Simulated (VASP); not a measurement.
A run of VASP 6.6.1:

File INCAR:

```
SYSTEM = Na2Sc
  PREC = Accurate
  ENCUT = 600
  EDIFF = 1E-7
  ISMEAR = 0
  SIGMA = 0.1
  LREAL = .False.
  LASPH = .True.
  NELM = 60
  ALGO = Fast
  ISIF = 3
  LWAVE = .False.
  LCHARG = .False.
  GGA = PE
  IBRION = 2
  NSW = 100
  EDIFFG = -0.01
```

KPOINTS

```
regular mesh
0
Gamma
  12 12 14
  0 0 0
```

POSCAR

```
Na2Sc
1.0
    5.6842967779      0.0000000000      0.0000000000
   -2.8421483889      4.9227454123      0.0000000000
    0.0000000000      0.0000000000      3.2192139315
Na Sc
2 1
Direct
    0.3333333333      0.6666666667      0.5000000000
    0.6666666667      0.3333333333      0.5000000000
    0.0000000000      0.0000000000      0.0000000000
```

Potentials or basis: VASP PAW PBE potentials, release 64 (Na_pv, Sc_sv).

Command:

```bash
$ cat potpaw_PBE.64/Na_pv/POTCAR potpaw_PBE.64/Sc_sv/POTCAR > POTCAR
$ mpirun -np 1 vasp_std > vasp.out
```

Hardware: 1 thread of AMD EPYC 9R45 96-Core Processor (Zen 5) (shared host).

Task: Estimate the wall time of this run.

Result: Run time: 21 min on 1 thread of AMD EPYC 9R45 96-Core Processor (Zen 5), with other jobs on the host, peak memory 0.43 GiB. Counts: scf iterations 106, k points 152, ion steps 7.
